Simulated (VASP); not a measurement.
Write the native input for VASP 6.6.1 that does the following.

```yaml
Task: single point
Functional: PBE
Potentials_or_basis: VASP PAW PBE potentials, release 64 (Li_sv)
Cutoff: 520 eV
k_mesh: 15 × 15 × 15
Occupations: fermi-dirac, width 0.08 eV
Spin: no spin polarisation
Dipole_correction: no
Further_INCAR_settings: ALGO = Normal; EDIFF = 1e-06; NBANDS = 8
```

The structure of Li lies in POSCAR:

```
Li
1.0
   -1.7500000000      1.7500000000      1.7675000000
    1.7500000000     -1.7500000000      1.7675000000
    1.7500000000      1.7500000000     -1.7675000000
Li
1
Direct
    0.0000000000      0.0000000000      0.0000000000
```

This cell differs from its parent crystal: zz strain of +1 %.

The input as run:

INCAR

```
PREC = Accurate ; ENCUT = 520
EDIFF = 1E-6 ; ISMEAR = -1
SIGMA = 0.08 ; LREAL = F
LASPH = T ; NELM = 80
ALGO = Normal ; ISIF = 2
LWAVE = F ; LCHARG = T
GGA = PE ; LELF = T
LVHAR = T ; NBANDS = 8
```

KPOINTS

```
Automatic mesh
0
Gamma
  15 15 15
```

Potentials or basis: VASP PAW PBE potentials, release 64 (Li_sv).

Run with:

```sh
$ cat potpaw_PBE.64/Li_sv/POTCAR > POTCAR
$ mpirun -np 1 vasp_std > vasp.out
```

Run time: 8.6 s on 1 thread of Intel(R) Xeon(R) 6975P-C (Granite Rapids), with other jobs on the host, peak memory 0.15 GiB.
